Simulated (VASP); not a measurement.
Input of a VASP 6.6.1 run:

The input INCAR:

```
SYSTEM = BaF2
ALGO = Normal
EDIFF = 1E-6
ENCUT = 600
GGA = PE
GGA_COMPAT = .False.
ISIF = 2
ISMEAR = -1
LASPH = .True.
LCHARG = .True.
LELF = .True.
LREAL = .False.
LVHAR = .True.
LWAVE = .False.
NBANDS = 19
NELM = 120
PREC = Accurate
SIGMA = 0.05
```

Contents of KPOINTS:

```
k-points
0
Gamma
  8 8 8
  0 0 0
```

Contents of POSCAR:

```
BaF2
1.0
    0.0000000000      3.0792436684      3.0792436684
    3.0792436684      0.0000000000      3.0792436684
    3.0792436684      3.0792436684      0.0000000000
Ba F
1 2
Direct
    0.0000000000      0.0000000000      0.0000000000
    0.7500000000      0.7500000000      0.7500000000
    0.2500000000      0.2500000000      0.2500000000
```

Potentials or basis: VASP PAW PBE potentials, release 64 (Ba_sv, F).

The run is started by

```console
$ cat potpaw_PBE.64/Ba_sv/POTCAR potpaw_PBE.64/F/POTCAR > POTCAR
$ mpirun -np 1 vasp_std > vasp.out
```

Q: What does it give for the pressure?

A: 3.7 GPa.

Q: Estimate the band gap on the k mesh.

A: 6.85 eV (least direct gap 6.94 eV).

Caveat: the cell stands under pressure; spin-orbit coupling is left out, which moves the levels of the heavy elements. A k mesh can miss the band edges.
